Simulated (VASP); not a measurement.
# Rb (Fmmm) in VASP: a series of runs

Rb is run at these levels: PBE; tasks: single point.

All numbers are computed with VASP 6.6.1; they aren't measurements. Logs are shortened: lines on timing, memory, paths and dates and some standing lists are left out, and cuts for length are marked.

## (1) The cell of the first run

Symmetry: Fmmm, No. 69, orthorhombic system. The conventional cell has a = 5.612 Å, b = 7.857 Å, c = 8.016 Å, α = 90.00°, β = 90.00°, γ = 90.00°.

## (2) Single point, PBE (strain -0.0200 x Voigt [0, 0, 0, 1, 0, 0])

Input file INCAR:

```
PREC = Accurate
ENCUT = 520
EDIFF = 1E-7
ISMEAR = 0
SIGMA = 0.15
LREAL = False
LASPH = True
NELM = 80
ALGO = Fast
ISIF = 2
LWAVE = False
LCHARG = False
GGA = PE
NBANDS = 10
```

Input file KPOINTS:

```
Automatic mesh
0
Gamma
  12 12 12
```

Input file POSCAR:

```
Rb
1.0
   -2.8060000000      2.7779400000      2.7779400000
    2.8060000000     -2.8340600000      2.8340600000
    2.8060000000      2.8340600000     -2.8340600000
Rb
1
Direct
    0.0000000000      0.0000000000      0.0000000000
```

Potentials or basis: VASP PAW PBE potentials, release 64 (Rb_sv).

Command:

```console
$ cat potpaw_PBE.64/Rb_sv/POTCAR > POTCAR
$ mpirun -np 1 vasp_std > vasp.out
```

OUTCAR:

```text
PREC = Accurate
   ENCUT = 520
   EDIFF = 1E-7
   ISMEAR = 0
   LREAL = False
   LASPH = True
   NELM = 80
   ISIF = 2
   GGA = PE

 ion  position               nearest neighbor table
   1  0.000  0.000  0.000-

  LATTYP: Found a face centered orthorhombic cell.
 ALAT       =     5.6120000000
 B/A-ratio  =     1.4000714267
 C/A-ratio  =     1.4283556980

  Lattice vectors:

 A1 = (   0.0000000000,  -0.0561200000,   5.6120000000)
 A2 = (   2.8060000000,  -2.8340600000,   2.8340600000)
 A3 = (   2.8060000000,   2.7779400000,   2.7779400000)

Analysis of symmetry for initial positions (statically):
=====================================================================
 Subroutine PRICEL returns:
 Original cell was already a primitive cell.

 Routine SETGRP: Setting up the symmetry group for a
 face centered orthorhombic supercell.

 Subroutine GETGRP returns: Found  8 space group operations
 (whereof  8 operations were pure point group operations)
 out of a pool of  8 trial point group operations.

The static configuration has the point symmetry D_2h.

Analysis of symmetry for dynamics (positions and initial velocities):
=====================================================================
 Subroutine PRICEL returns:
 Original cell was already a primitive cell.

 Routine SETGRP: Setting up the symmetry group for a
 face centered orthorhombic supercell.

 Subroutine GETGRP returns: Found  8 space group operations
 (whereof  8 operations were pure point group operations)
 out of a pool of  8 trial point group operations.

The dynamic configuration has the point symmetry D_2h.

 Subroutine INISYM returns: Found  8 space group operations
 (whereof  8 operations are pure point group operations),
 and found     1 'primitive' translations

----------------------------------------------------------------------------------------

                                     Primitive cell

  volume of cell :      88.3649

  direct lattice vectors                    reciprocal lattice vectors
    -2.806000000  2.777940000  2.777940000     0.000000000  0.179989489  0.179989489
     2.806000000 -2.834060000  2.834060000     0.178189594  0.001782074  0.178207414
     2.806000000  2.834060000 -2.834060000     0.178189594  0.178207414  0.001782074

  length of vectors
     4.827788033  4.892589107  4.892589107     0.254543576  0.252017042  0.252017042

  position of ions in fractional coordinates (direct lattice)
     0.000000000  0.000000000  0.000000000

  ion indices of the primitive-cell ions
   primitive index   ion index
                 1           1

----------------------------------------------------------------------------------------

 KPOINTS: Automatic mesh

Automatic generation of k-mesh.
 Grid dimensions read from file:
 generate k-points for:   12   12   12

 Generating k-lattice:

  Cartesian coordinates                     Fractional coordinates (reciprocal lattice)
     0.000000000  0.014999124  0.014999124     0.083333333  0.000000000  0.000000000
     0.014849133  0.000148506  0.014850618    -0.000000000  0.083333333  0.000000000
     0.014849133  0.014850618  0.000148506    -0.000000000  0.000000000  0.083333333

  Length of vectors
     0.021211965  0.021001420  0.021001420

  Shift w.r.t. Gamma in fractional coordinates (k-lattice)
     0.000000000  0.000000000  0.000000000

 Subroutine IBZKPT returns following result:
 ===========================================

 Found    280 irreducible k-points:

 Following reciprocal coordinates:
            Coordinates               Weight
  0.000000  0.000000  0.000000      1.000000
  0.083333  0.000000  0.000000      2.000000
  0.166667  0.000000  0.000000      2.000000
  0.250000  0.000000  0.000000      2.000000
  0.333333  0.000000  0.000000      2.000000
  0.416667  0.000000  0.000000      2.000000
[... 16 lines left out ...]
  0.166667  0.250000  0.000000      8.000000
  0.250000  0.250000  0.000000      8.000000
 [... further k-points ...]
   k-points           NKPTS =    280   k-points in BZ     NKDIM =    280   number of bands    NBANDS=     10
   number of dos      NEDOS =    301   number of ions     NIONS =      1
   total plane-waves  NPLWV =  46656
   dimension x,y,z NGX =    36 NGY =   36 NGZ =   36
   dimension x,y,z NGXF=    72 NGYF=   72 NGZF=   72
   ions per type =               1
   NGX,Y,Z   is equivalent  to a cutoff of  12.40, 12.23, 12.23 a.u.
   NGXF,Y,Z  is equivalent  to a cutoff of  24.79, 24.46, 24.46 a.u.
 SYSTEM =  unknown system
   PREC   = accura    normal or accurate (medium, high low for compatibility)
   ISTART =      0    job   : 0-new  1-cont  2-samecut
   ICHARG =      2    charge: 1-file 2-atom 10-const
   ISPIN  =      1    spin polarized calculation?
   LNONCOLLINEAR =      F non collinear calculations
   LSORBIT =      F    spin-orbit coupling
   LASPH  =      T    aspherical Exc in radial PAW
   ENCUT  =  520.0 eV  38.22 Ry    6.18 a.u.   8.98  9.10  9.10*2*pi/ulx,y,z
   NELM   =     80;   NELMIN=  2; NELMDL= -5     # of ELM steps
   EDIFF  = 0.1E-06   stopping-criterion for ELM
   LREAL  =      F    real-space projection
   EDIFFG = 0.1E-05   stopping-criterion for IOM
   NSW    =      0    number of steps for IOM
   IBRION =     -1    ionic relax: 0-MD 1-quasi-New 2-CG
   NFREE  =      0    steps in history (QN), initial steepest desc. (CG)
   ISIF   =      2    stress and relaxation
   ISYM   =      2    0-nonsym 1-usesym 2-fastsym
   POTIM  = 0.5000    time-step for ionic-motion
   TEBEG  =    0.0;   TEEND  =   0.0 temperature during run
   PSTRESS=    0.0 pullay stress
   NELECT =       9.0000    total number of electrons
   NUPDOWN=      -1.0000    fix difference up-down
   EMIN   =  10.00;   EMAX   =-10.00  energy-range for DOS
   EFERMI =   0.00;   METHOD = LEGACY
   ISMEAR =     0;   SIGMA  =   0.15  broadening in eV -4-tet -1-fermi 0-gaus
   EFERMI_NEDOS =   21; number of points for ismear=-14 and -15
   IALGO  =     68    algorithm
   IMIX   =      4    mixing-type and parameters
     AMIX     =   0.40;   BMIX     =  1.00
     AMIX_MAG =   1.60;   BMIX_MAG =  1.00
  volume/ion in A,a.u.               =      88.36       596.32
  Fermi-wavevector in a.u.,A,eV,Ry     =   0.764532  1.444756  7.952736  0.584510
  Thomas-Fermi vector in A             =   1.864455
   LORBIT       =      0    0 simple, 1 ext, 2 COOP (PROOUT), +10 PAW based schemes
   GGA     = PE    functional components
   LHFCALC =     F    Hartree Fock is set to
   AEXX    =    0.0000 exact exchange contribution
   IVDW    =     0    specifies the selected vdW correction
   LEPSILON=     F    determine dielectric tensor
   LRPA    =     F    only Hartree local field effects (RPA)
 non-spin polarized calculation
 RMM-DIIS sequential band-by-band and
 Gauss-broadening in eV      SIGMA  =   0.15
  energy-cutoff  :      520.00
  volume of cell :       88.36
 maximum number of plane-waves:      2412
   NGX = 17   NGY = 19   NGZ = 19

 number of electron       9.0000000 magnetization

 Free energy of the ion-electron system (eV)
  ---------------------------------------------------
  ext. energy  EPLUGINS =         0.00000000
  ---------------------------------------------------
  free energy    TOTEN  =        -0.93969541 eV

  energy without entropy =       -0.92848682  energy(sigma->0) =       -0.93409112

 E-fermi :   0.0747     XC(G=0):  -5.5375

 val. band max:        0.0741892935   @ k =   0.4167  -0.2500   0.1667
 cond. band min:       0.0751090877   @ k =  -0.0000   0.5000   0.3333
 fundamental gap:      0.0009197941
 Fermi energy:         0.0746709832

 k-point     1 :       0.0000    0.0000    0.0000
  band No.  band energies     occupation
      1     -28.8092      2.00000
      2     -12.8494      2.00000
      3     -12.8483      2.00000
      4     -12.8473      2.00000
      5      -1.9324      2.00000
      6       3.7399      0.00000
      7       3.7770      0.00000
      8       3.8310      0.00000
      9       4.7392      0.00000
     10       4.7476      0.00000

 k-point     2 :       0.0833    0.0000    0.0000
  band No.  band energies     occupation
      1     -28.8088      2.00000
      2     -12.8549      2.00000
      3     -12.8509      2.00000
      4     -12.8494      2.00000
      5      -1.8462      2.00000
      6       3.6840      0.00000
      7       3.7046      0.00000
      8       3.8198      0.00000
      9       4.5200      0.00000
     10       4.6969      0.00000

 k-point     3 :       0.1667    0.0000    0.0000
  band No.  band energies     occupation
      1     -28.8079      2.00000
      2     -12.8756      2.00000
      3     -12.8580      2.00000
      4     -12.8492      2.00000
      5      -1.5935      2.00000
      6       3.2467      0.00000
      7       3.4212      0.00000
      8       4.0565      0.00000
      9       4.3950      0.00000
     10       4.6271      0.00000

 k-point     4 :       0.2500    0.0000    0.0000
  band No.  band energies     occupation
      1     -28.8065      2.00000
      2     -12.9035      2.00000
      3     -12.8676      2.00000
      4     -12.8491      2.00000
      5      -1.1915      2.00000
      6       2.6127      0.00000
      7       3.1194      0.00000
      8       4.4420      0.00000
      9       4.4881      0.00000
     10       4.6160      0.00000
[... 222 lines left out ...]
 k-point    22 :       0.0833    0.2500    0.0000
  band No.  band energies     occupation
      1     -28.8059      2.00000
      2     -12.9185      2.00000
      3     -12.8702      2.00000
      4     -12.8513      2.00000
      5      -0.8994      2.00000
      6       2.2388      0.00000
      7       2.8939      0.00000
      8       4.3783      0.00000
      9       4.6769      0.00000
     10       4.9962      0.00000

 k-point    23 :       0.1667    0.2500    0.0000
  band No.  band energies     occupation
      1     -28.8050      2.00000
      2     -12.9317      2.00000
      3     -12.8783      2.00000
      4     -12.8569      2.00000
      5      -0.4595      2.00000
      6       1.9497      0.00000
      7       2.5378      0.00000
      8       4.3466      0.00000
      9       4.6698      0.00000
     10       5.2776      0.00000

 k-point    24 :       0.2500    0.2500    0.0000
  band No.  band energies     occupation
      1     -28.8041      2.00000
      2     -12.9380      2.00000
      3     -12.8921      2.00000
      4     -12.8601      2.00000
      5       0.0852      0.92086
      6       1.6839      0.00000
      7       2.1194      0.00000
      8       4.3271      0.00000
      9       4.5347      0.00000
     10       5.3747      0.00000

 [... further k-points ...]
[... 5 lines left out ...]
  --------------------------------------------------------------------------------------
  -------------------------------------------------------------------------------------
  Total        0.0513038      0.0506105      0.0506105      0.0000000      0.0218407      0.0000000
  in kB        0.9302082      0.9176384      0.9176384      0.0000000      0.3960017      0.0000000
  external PRESSURE =       0.9218284 kB  Pullay stress =       0.0000000 kB

 VOLUME and BASIS-vectors are now :
 -----------------------------------------------------------------------------
  energy-cutoff  :      520.00
  volume of cell :       88.36
      direct lattice vectors                 reciprocal lattice vectors
    -2.806000000  2.777940000  2.777940000     0.000000000  0.179989489  0.179989489
     2.806000000 -2.834060000  2.834060000     0.178189594  0.001782074  0.178207414
     2.806000000  2.834060000 -2.834060000     0.178189594  0.178207414  0.001782074

 POSITION                                       TOTAL-FORCE (eV/Angst)
 -----------------------------------------------------------------------------------
      0.00000      0.00000      0.00000         0.000000      0.000000      0.000000
 -----------------------------------------------------------------------------------
    total drift:                               -0.000000     -0.000000     -0.000000

  FREE ENERGIE OF THE ION-ELECTRON SYSTEM (eV)
  ---------------------------------------------------
  free  energy   TOTEN  =        -0.9396954094 eV

  energy  without entropy=       -0.9284868247  energy(sigma->0) =       -0.93409112
```

Run time: 2.4 min. Hardware: 1 thread of Oxide Virtual Turin-like, shared host; peak memory 0.34 GiB.

Results:

```yaml
Free_energy: -0.9397 eV
Pressure: 0.1 GPa
Band_gap_on_the_k_mesh: zero (an odd number of electrons rules out a gap without spin polarisation)
```

Levels at points of the mesh, in eV from the Fermi level:
| k point | band 1 | band 2 | band 3 | band 4 | band 5 | band 6 | band 7 | band 8 | band 9 | band 10 |
| --- | --- | --- | --- | --- | --- | --- | --- | --- | --- | --- |
| (0.00, 0.00, 0.00) | -28.88 | -12.92 | -12.92 | -12.92 | -2.01 | 3.67 | 3.70 | 3.76 | 4.66 | 4.67 |
| (0.50, 0.00, 0.00) | -28.88 | -13.03 | -12.96 | -12.92 | 0.27 | 0.85 | 2.59 | 4.26 | 5.20 | 5.23 |
| (0.00, 0.50, 0.00) | -28.88 | -13.03 | -12.96 | -12.92 | 0.24 | 0.81 | 2.59 | 4.32 | 5.24 | 5.30 |
| (0.00, 0.50, 0.50) | -28.88 | -13.03 | -12.96 | -12.92 | 0.20 | 0.76 | 2.60 | 4.38 | 5.29 | 5.36 |
| (0.50, 0.50, 0.50) | -28.88 | -13.00 | -13.00 | -12.99 | 1.24 | 1.24 | 3.32 | 3.33 | 3.34 | 4.95 |

Caveat: the cell differs from its parent crystal (strain -0.0200 x Voigt [0, 0, 0, 1, 0, 0]).

## (3) Single point, PBE (strain +0.0100 x Voigt [0, 0, 0, 1, 0, 0])

Input file INCAR:

```
PREC = Accurate
ENCUT = 520
EDIFF = 1E-6
ISMEAR = 0
SIGMA = 0.15
LREAL = F
LASPH = T
NELM = 80
ALGO = Fast
ISIF = 2
LWAVE = F
LCHARG = T
GGA = PE
LELF = T
LVHAR = T
NBANDS = 10
```

Input file KPOINTS:

```
regular mesh
0
Gamma
  12 12 12
```

Input file POSCAR:

```
Rb
1.0
   -2.8060000000      2.8200300000      2.8200300000
    2.8060000000     -2.7919700000      2.7919700000
    2.8060000000      2.7919700000     -2.7919700000
Rb
1
Direct
    0.0000000000      0.0000000000      0.0000000000
```

Potentials or basis: VASP PAW PBE potentials, release 64 (Rb_sv).

Command:

```console
$ cat potpaw_PBE.64/Rb_sv/POTCAR > POTCAR
$ mpirun -np 1 vasp_std > vasp.out
```

Run time: 2 min. Hardware: 1 thread of Oxide Virtual Turin-like, shared host; peak memory 0.34 GiB.

Results (log left out):

| Item | Value |
| --- | --- |
| Free energy | -0.9399 eV |
| Pressure | 0.1 GPa |
| Band gap on the k mesh | zero (an odd number of electrons rules out a gap without spin polarisation) |

Levels at points of the mesh, in eV from the Fermi level:
| k point | band 3 | band 4 | band 5 | band 6 | band 7 | band 8 |
| --- | --- | --- | --- | --- | --- | --- |
| (0.00, 0.00, 0.00) | -12.92 | -12.92 | -2.01 | 3.69 | 3.71 | 3.73 |
| (0.50, 0.00, 0.00) | -12.96 | -12.92 | 0.22 | 0.78 | 2.60 | 4.35 |
| (0.00, 0.50, 0.00) | -12.96 | -12.92 | 0.24 | 0.81 | 2.59 | 4.32 |
| (0.00, 0.50, 0.50) | -12.96 | -12.92 | 0.26 | 0.83 | 2.59 | 4.29 |
| (0.50, 0.50, 0.50) | -13.00 | -13.00 | 1.24 | 1.24 | 3.33 | 3.33 |

Caveat: the cell differs from its parent crystal (strain +0.0100 x Voigt [0, 0, 0, 1, 0, 0]).

## (4) Single point, PBE (strain +0.0350 x Voigt [0, 0, 0, 1, 0, 0])

Input file INCAR:

```
  PREC = Accurate
  ENCUT = 520
  EDIFF = 1E-6
  ISMEAR = 0
  SIGMA = 0.15
  LREAL = False
  LASPH = True
  NELM = 80
  ALGO = Fast
  ISIF = 2
  LWAVE = False
  LCHARG = False
  GGA = PE
  NBANDS = 10
```

KPOINTS is that of step 3.

Input file POSCAR:

```
Rb
1.0
   -2.8060000000      2.8551050000      2.8551050000
    2.8060000000     -2.7568950000      2.7568950000
    2.8060000000      2.7568950000     -2.7568950000
Rb
1
Direct
    0.0000000000      0.0000000000      0.0000000000
```

Command:

```console
$ cat potpaw_PBE.64/Rb_sv/POTCAR > POTCAR
$ mpirun -np 1 vasp_std > vasp.out
```

Run time: 2 min. Hardware: 1 thread of Oxide Virtual Turin-like, shared host; peak memory 0.35 GiB.

Results (log left out):

- Free energy: -0.9392 eV
- Pressure: 0.1 GPa
- Band gap on the k mesh: zero (an odd number of electrons rules out a gap without spin polarisation)

Stress tensor (GPa, compression positive):
```
 0.10  0.00  0.00
 0.00  0.09 -0.07
 0.00 -0.07  0.09
```

Levels at points of the mesh, in eV from the Fermi level:
| k point | band 2 | band 3 | band 4 | band 5 | band 6 | band 7 |
| --- | --- | --- | --- | --- | --- | --- |
| (0.00, 0.00, 0.00) | -12.93 | -12.92 | -12.92 | -2.01 | 3.63 | 3.69 |
| (0.50, 0.00, 0.00) | -13.02 | -12.95 | -12.92 | 0.17 | 0.72 | 2.60 |
| (0.00, 0.50, 0.00) | -13.03 | -12.96 | -12.92 | 0.24 | 0.81 | 2.59 |
| (0.00, 0.50, 0.50) | -13.04 | -12.97 | -12.92 | 0.30 | 0.89 | 2.59 |
| (0.50, 0.50, 0.50) | -13.01 | -13.00 | -12.99 | 1.24 | 1.24 | 3.32 |

Caveat: the cell differs from its parent crystal (strain +0.0350 x Voigt [0, 0, 0, 1, 0, 0]).

## (5) Summary

| cell | further INCAR settings | gap on the mesh (eV) | pressure (GPa) |
| --- | --- | --- | --- |
| a = 4.828, b = 4.893, c = 4.893 Å, angles 110.0, 109.5, 109.5°, 1 atom | ALGO = Fast; EDIFF = 1e-07; NBANDS = 10 | none | 0.1 |
| a = 4.876, b = 4.844, c = 4.844 Å, angles 109.2, 109.5, 109.5°, 1 atom | ALGO = Fast; EDIFF = 1e-06; NBANDS = 10 | none | 0.1 |
| a = 4.917, b = 4.804, c = 4.804 Å, angles 108.5, 109.5, 109.5°, 1 atom | ALGO = Fast; EDIFF = 1e-06; NBANDS = 10 | none | 0.1 |

Alike in all rows: task single point; level PBE; potentials or basis VASP PAW PBE potentials, release 64 (Rb_sv); no spin polarisation; k mesh 12 × 12 × 12; cutoff (eV) 520; smearing gaussian 0.15 eV.

Absolute energies hang on the potentials; compare differences alone.
